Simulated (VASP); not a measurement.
**Os: relaxation of cell and atoms with PBEsol**

The system is Os.

```
Os
1.0
    -1.35648    1.35648    1.89604
     1.35648   -1.35648    1.89604
     1.35648    1.35648   -1.89604
Os
1
Direct
  0.00000 0.00000 0.00000
```

```yaml
Program: VASP 6.6.1
Task: relaxation of cell and atoms
Functional: PBEsol
Potentials_or_basis: VASP PAW PBE potentials, release 64 (Os)
Cutoff: 600 eV
k_mesh: 28 × 28 × 28
Occupations: gaussian, width 0.1 eV
Spin: no spin polarisation
Dipole_correction: no
Further_INCAR_settings: ALGO = Normal; EDIFF = 1e-07; IBRION = 2; EDIFFG = -0.01; NSW = 100; ISIF = 3
```

```yaml
Relaxed_volume: 13.96 Å³/atom
Relaxed_cell: a = 2.703 Å, b = 2.703 Å, c = 2.703 Å, α = 120.00°, β = 120.00°, γ = 90.00°
Space_group_after_relaxing_to_0.05_Å: Fm-3m (No. 225)
Energy_gained_by_relaxing: 1.3 meV/atom
Ionic_steps: 5
Pressure_after_relaxing: 0.0 GPa
Band_gap_on_the_k_mesh: zero (band 4 reaches 11.67 eV, above the bottom of band 5 at 7.65 eV)
```

The path:
| step | energy change (eV) | largest force (eV/Å) | pressure (GPa) | volume (Å³) |
| --- | --- | --- | --- | --- |
| 1 | 0.0000 | 0.0000 | 0.23 | 13.96 |
| 2 | -0.0010 | 0.0000 | -1.03 | 14.00 |
| 3 | -0.0012 | 0.0000 | -0.65 | 13.98 |
| 4 | -0.0006 | 0.0000 | 2.61 | 13.88 |
| 5 | -0.0013 | 0.0000 | 0.01 | 13.96 |

Final structure:
```
CELL_PARAMETERS angstrom
-1.35142 1.35142 1.91111
1.35142 -1.35142 1.91111
1.35142 1.35142 -1.91111
ATOMIC_POSITIONS crystal
Os 0.00000 0.00000 0.00000
```

Levels at points of the mesh, in eV from the Fermi level:
```csv
k point,band 1,band 2,band 3,band 4,band 5,band 6,band 7,band 8
"(0.00, 0.00, 0.00)",-10.88,-3.01,-3.01,-3.01,0.07,0.07,14.28,20.10
"(0.50, 0.00, 0.00)",-7.74,-3.17,-3.17,-0.24,2.50,2.50,9.04,13.80
"(0.50, 0.50, 0.00)",-7.64,-6.92,2.36,2.47,3.20,3.20,12.29,12.29
"(0.50, 0.50, 0.50)",-7.64,-6.92,2.36,2.47,3.20,3.20,12.29,12.29
```

Wall time 3.7 min on 1 thread of Intel(R) Xeon(R) 6975P-C (Granite Rapids), with other jobs on the host, peak memory 0.37 GiB.

Caveat: the PAW data sets were made with another functional, which shifts forces and pressure a little; spin-orbit coupling is left out, which moves the levels of the heavy elements.
